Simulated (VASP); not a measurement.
HfC (NiAs type): relaxation of shape and atoms at fixed volume with PBE

HfC (NiAs type):

```xyz
4
Lattice="3.0321 0.0000 0.0000 -1.5160 2.6259 0.0000 0.0000 0.0000 5.3532" Properties=species:S:1:pos:R:3 pbc="T T T"
Hf    0.0000    0.0000    0.0000
Hf    0.0000    0.0000    2.6766
C     0.0000    1.7506    1.3383
C     1.5160    0.8753    4.0149
```

```json
{
 "Program": "VASP 6.6.1",
 "Task": "relaxation of shape and atoms at fixed volume",
 "Functional": "PBE",
 "Potentials or basis": "VASP PAW PBE potentials, release 64 (Hf_pv, C)",
 "Cutoff": "600 eV",
 "k mesh": "10 × 10 × 6",
 "Occupations": "fermi-dirac, width 0.05 eV",
 "Spin": "no spin polarisation",
 "Dipole correction": "no",
 "Further INCAR settings": "ALGO = Normal; EDIFF = 1e-06; IBRION = 2; EDIFFG = -0.005; NSW = 50; ISIF = 4"
}
```

```json
{
 "Energy gained by relaxing": "5.1 meV/atom",
 "Ionic steps": "3",
 "Pressure after relaxing": "71.1 GPa",
 "Band gap on the k mesh": "zero (band 14 reaches 8.84 eV, above the bottom of band 15 at 6.91 eV)"
}
```

The path:
```
step  energy change (eV)  largest force (eV/Å)  pressure (GPa)  volume (Å³)
   1              0.0000                0.0000           71.78        42.62
   2              0.0001                0.0000           70.52        42.62
   3             -0.0203                0.0000           71.15        42.62
```

Final structure:
```xyz
4
Lattice="3.0128 0.0000 0.0000 -1.5064 2.6091 0.0000 0.0000 0.0000 5.4220" Properties=species:S:1:pos:R:3 pbc="T T T"
Hf    0.0000    0.0000    0.0000
Hf    0.0000    0.0000    2.7110
C     0.0000    1.7394    1.3555
C     1.5064    0.8697    4.0665
```

Levels at points of the mesh, in eV from the Fermi level:
```
           k point  band 10  band 11  band 12  band 13  band 14  band 15  band 16  band 17  band 18
(0.00, 0.00, 0.00)    -2.78    -2.78    -1.74     0.92     1.65     1.65     2.46     2.49     2.49
(0.50, 0.00, 0.00)    -4.63    -3.17    -1.77    -1.54    -0.48     0.71     2.03     6.71     7.34
(0.00, 0.00, 0.50)    -3.37    -1.45    -1.45    -1.45    -1.45     3.36     3.36     3.81     3.81
(0.50, 0.00, 0.50)    -4.99    -2.02    -2.02    -1.61    -1.61     1.32     1.32     7.35     7.35
```

Wall time 57 s on 1 thread of AMD EPYC 9R45 96-Core Processor (Zen 5), with other jobs on the host, peak memory 0.17 GiB.

Caveat: spin-orbit coupling is left out, which moves the levels of the heavy elements.
